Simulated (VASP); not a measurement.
# BeS (Fm-3m) in VASP: further runs

BeS is run at these levels: PBE; tasks: single point, relaxation of cell and atoms.

All numbers are computed with VASP 6.6.1; they aren't measurements. Logs are shortened: lines on timing, memory, paths and dates and some standing lists are left out, and cuts for length are marked.

### 1 The cell of the first run

It takes space group Fm-3m (No. 225, cubic). Conventional cell: a = 4.629 Å, b = 4.629 Å, c = 4.629 Å, α = 90.00°, β = 90.00°, γ = 90.00°. Within 3.1 Å of Be (site symmetry m-3m) lie 6 S at 2.31 Å. Within 3.1 Å of S (site symmetry m-3m) lie 6 Be at 2.31 Å.

### 2 Single point, PBE

INCAR reads:

```
SYSTEM = BeS
PREC = Accurate
ENCUT = 520
EDIFF = 1E-7
ISMEAR = 0
SIGMA = 0.02
LREAL = .False.
LASPH = .True.
NELM = 100
ALGO = Normal
ISIF = 2
LWAVE = .False.
LCHARG = .True.
GGA = PE
LELF = .True.
LVHAR = .True.
NBANDS = 11
```

KPOINTS reads:

```
Automatic mesh
0
Gamma
  10 10 10
  0 0 0
```

POSCAR reads:

```
BeS
1.0
    0.0000000000      2.3146323766      2.3146323766
    2.3146323766      0.0000000000      2.3146323766
    2.3146323766      2.3146323766      0.0000000000
Be S
1 1
Direct
    0.0000000000      0.0000000000      0.0000000000
    0.5000000000      0.5000000000      0.5000000000
```

Potentials or basis: VASP PAW PBE potentials, release 64 (Be, S).

Launch:

```
cat potpaw_PBE.64/Be/POTCAR potpaw_PBE.64/S/POTCAR > POTCAR
mpirun -np 1 vasp_std > vasp.out
```

OUTCAR:

```text
SYSTEM = BeS
   PREC = Accurate
   ENCUT = 520
   EDIFF = 1E-7
   ISMEAR = 0
   LREAL = .False.
   LASPH = .True.
   NELM = 100
   ISIF = 2
   GGA = PE

 ion  position               nearest neighbor table
   1  0.000  0.000  0.000-   2 2.31   2 2.31   2 2.31   2 2.31   2 2.31   2 2.31
   2  0.500  0.500  0.500-   1 2.31   1 2.31   1 2.31   1 2.31   1 2.31   1 2.31

  LATTYP: Found a face centered cubic cell.
 ALAT       =     4.6292647532

  Lattice vectors:

 A1 = (   0.0000000000,   2.3146323766,   2.3146323766)
 A2 = (   2.3146323766,   0.0000000000,   2.3146323766)
 A3 = (   2.3146323766,   2.3146323766,   0.0000000000)

Analysis of symmetry for initial positions (statically):
=====================================================================
 Subroutine PRICEL returns:
 Original cell was already a primitive cell.

 Routine SETGRP: Setting up the symmetry group for a
 face centered cubic supercell.

 Subroutine GETGRP returns: Found 48 space group operations
 (whereof 48 operations were pure point group operations)
 out of a pool of 48 trial point group operations.

The static configuration has the point symmetry O_h .

Analysis of symmetry for dynamics (positions and initial velocities):
=====================================================================
 Subroutine PRICEL returns:
 Original cell was already a primitive cell.

 Routine SETGRP: Setting up the symmetry group for a
 face centered cubic supercell.

 Subroutine GETGRP returns: Found 48 space group operations
 (whereof 48 operations were pure point group operations)
 out of a pool of 48 trial point group operations.

The dynamic configuration has the point symmetry O_h .

 Subroutine INISYM returns: Found 48 space group operations
 (whereof 48 operations are pure point group operations),
 and found     1 'primitive' translations

----------------------------------------------------------------------------------------

                                     Primitive cell

  volume of cell :      24.8014

  direct lattice vectors                    reciprocal lattice vectors
     0.000000000  2.314632377  2.314632377    -0.216017025  0.216017025  0.216017025
     2.314632377  0.000000000  2.314632377     0.216017025 -0.216017025  0.216017025
     2.314632377  2.314632377  0.000000000     0.216017025  0.216017025 -0.216017025

  length of vectors
     3.273384499  3.273384499  3.273384499     0.374152463  0.374152463  0.374152463

  position of ions in fractional coordinates (direct lattice)
     0.000000000  0.000000000  0.000000000
     0.500000000  0.500000000  0.500000000

  ion indices of the primitive-cell ions
   primitive index   ion index
                 1           1
                 2           2

----------------------------------------------------------------------------------------

 KPOINTS: Automatic mesh

Automatic generation of k-mesh.
 Grid dimensions read from file:
 generate k-points for:   10   10   10

 Generating k-lattice:

  Cartesian coordinates                     Fractional coordinates (reciprocal lattice)
    -0.021601703  0.021601703  0.021601703     0.100000000  0.000000000  0.000000000
     0.021601703 -0.021601703  0.021601703     0.000000000  0.100000000  0.000000000
     0.021601703  0.021601703 -0.021601703     0.000000000  0.000000000  0.100000000

  Length of vectors
     0.037415246  0.037415246  0.037415246

  Shift w.r.t. Gamma in fractional coordinates (k-lattice)
     0.000000000  0.000000000  0.000000000

 Subroutine IBZKPT returns following result:
 ===========================================

 Found     47 irreducible k-points:

 Following reciprocal coordinates:
            Coordinates               Weight
  0.000000  0.000000  0.000000      1.000000
  0.100000  0.000000  0.000000      8.000000
  0.200000  0.000000  0.000000      8.000000
  0.300000  0.000000  0.000000      8.000000
  0.400000  0.000000  0.000000      8.000000
  0.500000  0.000000  0.000000      4.000000
[... 16 lines left out ...]
  0.300000  0.300000  0.000000      6.000000
  0.400000  0.300000  0.000000     24.000000
 [... further k-points ...]
   k-points           NKPTS =     47   k-points in BZ     NKDIM =     47   number of bands    NBANDS=     11
   number of dos      NEDOS =    301   number of ions     NIONS =      2
   total plane-waves  NPLWV =  13824
   dimension x,y,z NGX =    24 NGY =   24 NGZ =   24
   dimension x,y,z NGXF=    48 NGYF=   48 NGZF=   48
   ions per type =               1   1
   NGX,Y,Z   is equivalent  to a cutoff of  12.19, 12.19, 12.19 a.u.
   NGXF,Y,Z  is equivalent  to a cutoff of  24.38, 24.38, 24.38 a.u.
 SYSTEM =  BeS
   PREC   = accura    normal or accurate (medium, high low for compatibility)
   ISTART =      0    job   : 0-new  1-cont  2-samecut
   ICHARG =      2    charge: 1-file 2-atom 10-const
   ISPIN  =      1    spin polarized calculation?
   LNONCOLLINEAR =      F non collinear calculations
   LSORBIT =      F    spin-orbit coupling
   LASPH  =      T    aspherical Exc in radial PAW
   ENCUT  =  520.0 eV  38.22 Ry    6.18 a.u.   6.09  6.09  6.09*2*pi/ulx,y,z
   NELM   =    100;   NELMIN=  2; NELMDL= -5     # of ELM steps
   EDIFF  = 0.1E-06   stopping-criterion for ELM
   LREAL  =      F    real-space projection
   EDIFFG = 0.1E-05   stopping-criterion for IOM
   NSW    =      0    number of steps for IOM
   IBRION =     -1    ionic relax: 0-MD 1-quasi-New 2-CG
   NFREE  =      0    steps in history (QN), initial steepest desc. (CG)
   ISIF   =      2    stress and relaxation
   ISYM   =      2    0-nonsym 1-usesym 2-fastsym
   POTIM  = 0.5000    time-step for ionic-motion
   TEBEG  =    0.0;   TEEND  =   0.0 temperature during run
   PSTRESS=    0.0 pullay stress
   NELECT =       8.0000    total number of electrons
   NUPDOWN=      -1.0000    fix difference up-down
   EMIN   =  10.00;   EMAX   =-10.00  energy-range for DOS
   EFERMI =   0.00;   METHOD = LEGACY
   ISMEAR =     0;   SIGMA  =   0.02  broadening in eV -4-tet -1-fermi 0-gaus
   EFERMI_NEDOS =   21; number of points for ismear=-14 and -15
   IALGO  =     38    algorithm
   IMIX   =      4    mixing-type and parameters
     AMIX     =   0.40;   BMIX     =  1.00
     AMIX_MAG =   1.60;   BMIX_MAG =  1.00
  volume/ion in A,a.u.               =      12.40        83.68
  Fermi-wavevector in a.u.,A,eV,Ry     =   1.122741  2.121672 17.150779  1.260547
  Thomas-Fermi vector in A             =   2.259403
   LORBIT       =      0    0 simple, 1 ext, 2 COOP (PROOUT), +10 PAW based schemes
   GGA     = PE    functional components
   LHFCALC =     F    Hartree Fock is set to
   AEXX    =    0.0000 exact exchange contribution
   IVDW    =     0    specifies the selected vdW correction
   LEPSILON=     F    determine dielectric tensor
   LRPA    =     F    only Hartree local field effects (RPA)
 non-spin polarized calculation
 Gauss-broadening in eV      SIGMA  =   0.02
  energy-cutoff  :      520.00
  volume of cell :       24.80
 maximum number of plane-waves:       692
   NGX = 13   NGY = 13   NGZ = 13

 number of electron       7.9999999 magnetization

 Free energy of the ion-electron system (eV)
  ---------------------------------------------------
  ext. energy  EPLUGINS =         0.00000000
  ---------------------------------------------------
  free energy    TOTEN  =        -8.89464972 eV

  energy without entropy =       -8.89464972  energy(sigma->0) =       -8.89464972

 E-fermi :   6.7192     XC(G=0): -10.6223

 val. band max:        6.5856938648   @ k =  -0.2000   0.1000   0.0000
 cond. band min:       7.6178318203   @ k =   0.5000   0.5000   0.0000
 fundamental gap:      1.0321379555
 Fermi energy:         6.7191528531

 k-point     1 :       0.0000    0.0000    0.0000
  band No.  band energies     occupation
      1      -8.4817      2.00000
      2       6.3354      2.00000
      3       6.3354      2.00000
      4       6.3354      2.00000
      5      11.9601      0.00000
      6      15.4649      0.00000
      7      15.4649      0.00000
      8      15.4649      0.00000
      9      16.2391      0.00000
     10      16.2391      0.00000
     11      16.2391      0.00000

 k-point     2 :       0.1000    0.0000    0.0000
  band No.  band energies     occupation
      1      -8.3336      2.00000
      2       5.4127      2.00000
      3       6.2927      2.00000
      4       6.2927      2.00000
      5      12.3539      0.00000
      6      14.8076      0.00000
      7      14.8076      0.00000
      8      15.0412      0.00000
      9      16.0073      0.00000
     10      16.0073      0.00000
     11      16.6890      0.00000

 k-point     3 :       0.2000    0.0000    0.0000
  band No.  band energies     occupation
      1      -7.9045      2.00000
      2       3.5317      2.00000
      3       6.2037      2.00000
      4       6.2037      2.00000
      5      12.1370      0.00000
      6      13.1360      0.00000
      7      13.1360      0.00000
      8      15.7297      0.00000
      9      17.0832      0.00000
     10      17.0832      0.00000
     11      17.1686      0.00000

 k-point     4 :       0.3000    0.0000    0.0000
  band No.  band energies     occupation
      1      -7.2554      2.00000
      2       1.5844      2.00000
      3       6.1375      2.00000
      4       6.1375      2.00000
      5      11.4453      0.00000
      6      11.7730      0.00000
      7      11.7730      0.00000
      8      16.5852      0.00000
      9      18.3706      0.00000
     10      18.7742      0.00000
     11      18.7742      0.00000

 k-point     5 :       0.4000    0.0000    0.0000
  band No.  band energies     occupation
      1      -6.5581      2.00000
      2       0.0382      2.00000
      3       6.1212      2.00000
      4       6.1212      2.00000
      5      10.8845      0.00000
      6      10.8845      0.00000
      7      10.9470      0.00000
      8      16.8044      0.00000
      9      20.4434      0.00000
     10      20.8147      0.00000
     11      20.8147      0.00000
[... 211 lines left out ...]
 k-point    21 :      -0.3000    0.2000    0.0000
  band No.  band energies     occupation
      1      -6.3491      2.00000
      2       0.9135      2.00000
      3       3.0317      2.00000
      4       5.8918      2.00000
      5      10.5441      0.00000
      6      11.5389      0.00000
      7      14.4040      0.00000
      8      16.7130      0.00000
      9      18.8902      0.00000
     10      19.3121      0.00000
     11      22.0416      0.00000

 k-point    22 :      -0.2000    0.2000    0.0000
  band No.  band energies     occupation
      1      -7.0240      2.00000
      2       2.1522      2.00000
      3       3.5387      2.00000
      4       6.4524      2.00000
      5      11.3528      0.00000
      6      11.3695      0.00000
      7      14.9232      0.00000
      8      15.0006      0.00000
      9      17.5112      0.00000
     10      18.5844      0.00000
     11      22.2676      0.00000

 k-point    23 :       0.3000    0.3000    0.0000
  band No.  band energies     occupation
      1      -6.7936      2.00000
      2       2.4890      2.00000
      3       4.2241      2.00000
      4       4.2241      2.00000
      5       8.9024      0.00000
      6      11.9688      0.00000
      7      16.9046      0.00000
      8      16.9447      0.00000
      9      16.9447      0.00000
     10      20.5082      0.00000
     11      22.5062      0.00000

 k-point    24 :       0.4000    0.3000    0.0000
  band No.  band energies     occupation
      1      -6.2097      2.00000
      2       1.4179      2.00000
      3       3.5930      2.00000
      4       4.0040      2.00000
      5       8.6189      0.00000
      6      12.0745      0.00000
      7      16.3911      0.00000
      8      16.7694      0.00000
      9      18.4237      0.00000
     10      22.1896      0.00000
     11      23.7846      0.00000

 [... further k-points ...]

------------------------ aborting loop because EDIFF is reached ----------------------------------------

  FORCE on cell =-STRESS in cart. coord.  units (eV):
  Direction    XX          YY          ZZ          XY          YZ          ZX
  --------------------------------------------------------------------------------------
  -------------------------------------------------------------------------------------
  Total       -0.0114834     -0.0114834     -0.0114834      0.0000000      0.0000000      0.0000000
  in kB       -0.7418313     -0.7418313     -0.7418313      0.0000000      0.0000000      0.0000000
  external PRESSURE =      -0.7418313 kB  Pullay stress =       0.0000000 kB

 VOLUME and BASIS-vectors are now :
 -----------------------------------------------------------------------------
  energy-cutoff  :      520.00
  volume of cell :       24.80
      direct lattice vectors                 reciprocal lattice vectors
     0.000000000  2.314632377  2.314632377    -0.216017025  0.216017025  0.216017025
     2.314632377  0.000000000  2.314632377     0.216017025 -0.216017025  0.216017025
     2.314632377  2.314632377  0.000000000     0.216017025  0.216017025 -0.216017025

 POSITION                                       TOTAL-FORCE (eV/Angst)
 -----------------------------------------------------------------------------------
      0.00000      0.00000      0.00000         0.000000      0.000000      0.000000
      2.31463      2.31463      2.31463        -0.000000     -0.000000     -0.000000
 -----------------------------------------------------------------------------------
    total drift:                               -0.000000     -0.000000      0.000000

  FREE ENERGIE OF THE ION-ELECTRON SYSTEM (eV)
  ---------------------------------------------------
  free  energy   TOTEN  =        -8.8946497169 eV

  energy  without entropy=       -8.8946497169  energy(sigma->0) =       -8.89464972
```

It took 16 s on 1 thread of Intel Xeon 6975P-C, shared host; peak memory 0.14 GiB.

What came out:

* Free energy: -8.8946 eV
* Pressure: -0.1 GPa
* Band gap on the k mesh: 1.03 eV, indirect (least direct gap 4.17 eV)

A k mesh can miss the band edges. PBE gaps usually lie below the measured ones, often by a third to a half.

### 3 Relaxation of cell and atoms, PBE

This run uses another cell than the first one, of 12.24 Å³/atom, 0.987 times its volume.

INCAR reads:

```
ALGO = Normal ; EDIFF = 1E-7
EDIFFG = -0.01 ; ENCUT = 600
GGA = PE ; IBRION = 2
ISIF = 3 ; ISMEAR = 0
LASPH = T ; LCHARG = F
LREAL = F ; LWAVE = F
NELM = 60 ; NSW = 80
PREC = Accurate ; SIGMA = 0.02
```

KPOINTS reads:

```
k-points
0
Gamma
  10 10 10
```

POSCAR reads:

```
BeS
1.0
    0.0000000000      2.3044302961      2.3044302961
    2.3044302961      0.0000000000      2.3044302961
    2.3044302961      2.3044302961      0.0000000000
Be S
1 1
Direct
    0.0000000000      0.0000000000      0.0000000000
    0.5000000000      0.5000000000      0.5000000000
```

Potentials or basis: VASP PAW PBE potentials, release 64 (Be, S).

Launch:

```
cat potpaw_PBE.64/Be/POTCAR potpaw_PBE.64/S/POTCAR > POTCAR
mpirun -np 1 vasp_std > vasp.out
```

Wall time 46 s (1 thread of Intel Xeon 6975P-C, shared host); peak memory 0.15 GiB.

Results (log left out):

```yaml
Free_energy: -8.8949 eV
Relaxed_volume: 12.40 Å³/atom
Relaxed_cell: a = 3.273 Å, b = 3.273 Å, c = 3.273 Å, α = 60.00°, β = 60.00°, γ = 60.00°
Space_group_after_relaxing_to_0.05_Å: Fm-3m (No. 225)
Energy_gained_by_relaxing: 0.7 meV/atom
Ionic_steps: 3
Pressure_after_relaxing: 0.0 GPa
Band_gap_on_the_k_mesh: 1.03 eV, indirect (least direct gap 4.17 eV)
```

Step by step:
```
step  energy change (eV)  largest force (eV/Å)  pressure (GPa)  volume (Å³)
   1              0.0000                0.0000            1.42        24.47
   2             -0.0013                0.0000           -0.30        24.86
   3             -0.0014                0.0000            0.01        24.79
```

Final structure:
```
CELL_PARAMETERS angstrom
0.00000 2.31431 2.31431
2.31431 0.00000 2.31431
2.31431 2.31431 0.00000
ATOMIC_POSITIONS crystal
Be 0.00000 0.00000 0.00000
S 0.50000 0.50000 0.50000
```

Levels at points of the mesh, in eV from the valence-band top:
```
           k point  band 1  band 2  band 3  band 4  band 5  band 6  band 7  band 8
(0.00, 0.00, 0.00)  -15.07   -0.25   -0.25   -0.25    5.38    8.88    8.88    8.88
(0.50, 0.00, 0.00)  -12.80   -7.19   -0.46   -0.46    3.99    3.99    4.19   10.27
(0.50, 0.50, 0.00)  -11.75   -6.75   -3.13   -3.13    1.03    4.37   11.85   11.85
```

(Part 1 of 2 ends here.)
